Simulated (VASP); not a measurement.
Write the native input for VASP 6.6.1 that does the following.

```yaml
Task: single point
Functional: PBE
Potentials_or_basis: VASP PAW PBE potentials, release 64 (Cd)
Cutoff: 520 eV
k_mesh: 9 × 9 × 9
Occupations: tetrahedron
Spin: no spin polarisation
Dipole_correction: no
Further_INCAR_settings: ALGO = Normal; EDIFF = 1e-06; NBANDS = 12
```

The structure of Cd lies in POSCAR:

```
Cd
1.0
    1.6080291515      0.9283960635      2.4492874100
   -1.6080291515      0.9283960635      2.4492874100
    0.0000000000     -1.8567921270      2.4492874100
Cd
1
Direct
    0.0000000000      0.0000000000      0.0000000000
```

One way to write it, as run:

INCAR

```
PREC = Accurate
ENCUT = 520
EDIFF = 1E-6
ISMEAR = -5
SIGMA = 0.1
LREAL = F
LASPH = T
NELM = 60
ALGO = Normal
ISIF = 2
LWAVE = F
LCHARG = F
GGA = PE
NBANDS = 12
```

KPOINTS

```
Automatic mesh
0
Gamma
  9 9 9
```

Potentials or basis: VASP PAW PBE potentials, release 64 (Cd).

Command:

```bash
$ cat potpaw_PBE.64/Cd/POTCAR > POTCAR
$ mpirun -np 1 vasp_std > vasp.out
```

It gave:

The pressure is 2.2 GPa and the band gap on the k mesh is zero (band 6 reaches 3.48 eV, above the bottom of band 7 at 1.55 eV).

Caveat: tetrahedron occupations give inexact forces and stress in metals.

It took 19 s on 1 thread of Intel Xeon 8259CL, on a shared host, peak memory 0.15 GiB.
